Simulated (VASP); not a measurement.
Runs of VASP 6.6.1 on Ta3N2. The structure is that of space group P-6m2 (No. 187), or close to it. The cells are those of the table. 

| task | spin | cell | k mesh | cutoff (eV) | gap on the mesh (eV) | pressure (GPa) | largest force (eV/Å) |
| --- | --- | --- | --- | --- | --- | --- | --- |
| single point | off | a = 3.403, b = 3.403, c = 7.399 Å, angles 90.0, 90.0, 120.0°, 5 atoms | 6 × 6 × 4 | 520 | none | 78.8 | 22.95 |
| relaxation of cell and atoms | off | relaxed from a = 3.403, b = 3.403, c = 7.399 Å, angles 90.0, 90.0, 120.0°, 5 atoms | 6 × 6 × 4 | 600 | none | 0.1 | 0.04 |
| single point | collinear, ferromagnetic start | a = 2.940, b = 2.940, c = 8.615 Å, angles 90.0, 90.0, 120.0°, 5 atoms | 6 × 6 × 2 | 520 | none | 0.1 | 0.10 |
| single point | off | a = 2.944, b = 2.944, c = 8.591 Å, angles 90.0, 90.0, 120.0°, 5 atoms | 12 × 12 × 6 | 520 | none | 0.5 | (b) |
| single point | off | a = 2.940, b = 2.940, c = 8.615 Å, angles 90.0, 90.0, 120.0°, 5 atoms | 6 × 6 × 4 | 520 | none | 0.4 | (a) |

Alike in all rows: level PBE; potentials or basis VASP PAW PBE potentials, release 64 (Ta_pv, N); smearing gaussian 0.1 eV.

Estimate the missing entries.

(a) 0.02; (b) 0.03.

Caveats: some runs use coarse meshes; spin-orbit coupling is left out, which moves the levels of the heavy elements; forces of over 1 eV/Å act on the atoms, so gaps and moduli don't describe the material at rest (some runs).

A k mesh can miss the band edges, and the runs leave out spin-orbit coupling on Ta.

A gap of «none» marks levels without a gap at the run's occupations.
